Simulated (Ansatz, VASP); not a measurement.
# Cu: VASP beside Ansatz

```
Cu
1.0
     0.00000    1.96357    1.53159
     1.96357    0.00000    1.53159
     1.96357    1.96357    0.00000
Cu
1
Direct
  0.00000 0.00000 0.00000
```

Alike in both runs: task single point; functional PBE; k mesh 24 × 24 × 24; occupations gaussian, width 0.15 eV; no spin polarisation.

|  | VASP | Ansatz |
| --- | --- | --- |
| version | VASP 6.6.1 | Ansatz 0.2.0 |
| potentials or method | VASP PAW PBE potentials, release 64 (Cu), cutoff 520 eV | scalar-relativistic, plane waves, PAW |
| valence electrons in the cell | 11 | 19 |

VASP gave:

- gap on the k mesh at the Fermi level (eV): none
- pressure (GPa): 3.2
- traceless stress, the component that is largest in VASP (GPa): 1.40

Q: Estimate Ansatz's values.

A: gap on the k mesh at the Fermi level (eV): none; pressure (GPa): 2.4; traceless stress, the component that is largest in VASP (GPa): 1.42.

A gap of «none» marks a metal or a gap that the smearing closes. VASP's potentials hold 11 valence electrons a cell and Ansatz's 19, so a difference there can come from the potentials and not from the codes.
